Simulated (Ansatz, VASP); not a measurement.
# Al in VASP and in Ansatz

```
Al
1.0
     8.10000    0.00000    0.00000
     0.00000    8.10000    0.00000
     0.00000    0.00000    8.10000
Al
33
Direct
  0.50030 0.01481 0.00021
  0.75475 0.25002 0.00000
  0.74759 0.99745 0.25277
  0.99990 0.00474 0.00000
  0.24538 0.25000 0.99999
  0.50029 0.48528 0.00021
  0.76478 0.75013 0.00021
  0.25237 0.99799 0.25222
  0.50029 0.25020 0.23527
  0.74773 0.50262 0.25262
  0.49971 0.05813 0.49994
  0.76478 0.25020 0.50012
  0.74743 0.99729 0.74729
  0.99988 0.49537 0.99999
  0.23523 0.75012 0.00021
  0.99988 0.25001 0.24536
  0.25221 0.50206 0.25206
  0.49969 0.74996 0.19296
  0.00059 0.01479 0.50012
  0.23523 0.25020 0.50012
  0.49969 0.44292 0.49993
  0.80934 0.74998 0.49995
  0.25255 0.99782 0.74782
  0.50030 0.25020 0.76479
  0.74757 0.50279 0.74743
  0.00058 0.75012 0.23529
  0.00058 0.48530 0.50012
  0.19419 0.74996 0.49993
  0.99990 0.25001 0.75473
  0.25239 0.50224 0.74797
  0.49971 0.74997 0.80819
  0.00059 0.75012 0.76478
  0.50238 0.75070 0.50077
```

Alike in both runs: functional LDA; k mesh 3 × 3 × 3; occupations gaussian, width 0.1 eV; no spin polarisation.

Ansatz relaxed the structure, and its values are those at the end. VASP's run is a single point on that final structure, the one shown.

|  | VASP | Ansatz |
| --- | --- | --- |
| version | VASP 6.6.1 | Ansatz 0.2.0 |
| potentials or method | VASP PAW LDA potentials, release 64 (Al), cutoff 520 eV | scalar-relativistic, plane waves, PAW |
| valence electrons in the cell | 99 | 99 |

```tsv
	VASP	Ansatz	Ansatz less VASP
rms of the force components (eV/Å)	0.005	0.005	+0.0003
```

Ansatz warns that its potentials were made for another functional, while VASP's fit it. LDA's correlation is that of Perdew and Zunger in VASP and of Perdew and Wang (1992) in Ansatz.
